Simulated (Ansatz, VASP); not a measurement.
Two plane-wave programs on AlN

INCAR

```
PREC = Accurate
ENCUT = 520
EDIFF = 1E-6
ISMEAR = 0
SIGMA = 0.05
LREAL = F
LASPH = T
NELM = 80
ALGO = Normal
ISIF = 2
LWAVE = F
LCHARG = F
GGA = PS
NBANDS = 11
```

KPOINTS

```
regular mesh
0
Gamma
  10 10 10
```

The input POSCAR:

```
AlN
1.0
    0.0000000000      2.1886566781      2.1886566781
    2.1886566781      0.0000000000      2.1886566781
    2.1886566781      2.1886566781      0.0000000000
Al N
1 1
Direct
   -0.0045066557      0.0045066557      0.0045066557
    0.7586811240      0.7413188760      0.7413188760
```

Input for Ansatz:

```yaml
crystal:
  lattice:
    - [0.0, 2.1886566781, 2.1886566781]
    - [2.1886566781, 0.0, 2.1886566781]
    - [2.1886566781, 2.1886566781, 0.0]
  atoms:
    - { symbol: Al, position: [-0.0045066557, 0.0045066557, 0.0045066557] }
    - { symbol: "N", position: [0.758681124, 0.741318876, 0.741318876] }
basis:
  ecutwfc: 520.0
kpoints:
  mp_grid: { grid: [10, 10, 10] }
hamiltonian:
  xc: pbesol
  pseudopotentials: { kind: paw, azcp: { folder: soft_1 } }
scf:
  occupations: { method: gaussian, width: 0.05 }
output:
  forces: true
  stress: true
  eigenvalues: true
```

Change from the starting cell: mode 4 frozen in at -0.038 Å and mode 5 at +0.000 Å (largest displacements).

Alike in both runs: task single point; functional PBEsol; k mesh 10 × 10 × 10; occupations gaussian, width 0.05 eV; no spin polarisation.

|  | VASP | Ansatz |
| --- | --- | --- |
| version | VASP 6.6.1 | Ansatz 0.2.0 |
| potentials or method | VASP PAW PBE potentials, release 64 (Al, N), cutoff 520 eV | scalar-relativistic, plane waves, PAW |
| valence electrons in the cell | 8 | 8 |

|  | VASP | Ansatz | Ansatz less VASP |
| --- | --- | --- | --- |
| gap on the k mesh at the Fermi level (eV) | 3.03 | 3.04 | +0.007 |
| least direct gap on the mesh (eV) | 3.92 | 3.91 | -0.016 |
| pressure (GPa) | 0.4 | 0.4 | -0.02 |
| traceless stress, the component that is largest in VASP (GPa) | -4.01 | -3.94 | +0.062 |
| rms of the force components (eV/Å) | 0.478 | 0.475 | -0.0036 |

VASP's potentials were made for PBE, not for PBEsol, and Ansatz warns of the same on its side. Atom by atom the forces differ by 0.004 eV/Å (rms over components). The functional is the same, so the differences come from potentials, cutoffs and numerics.
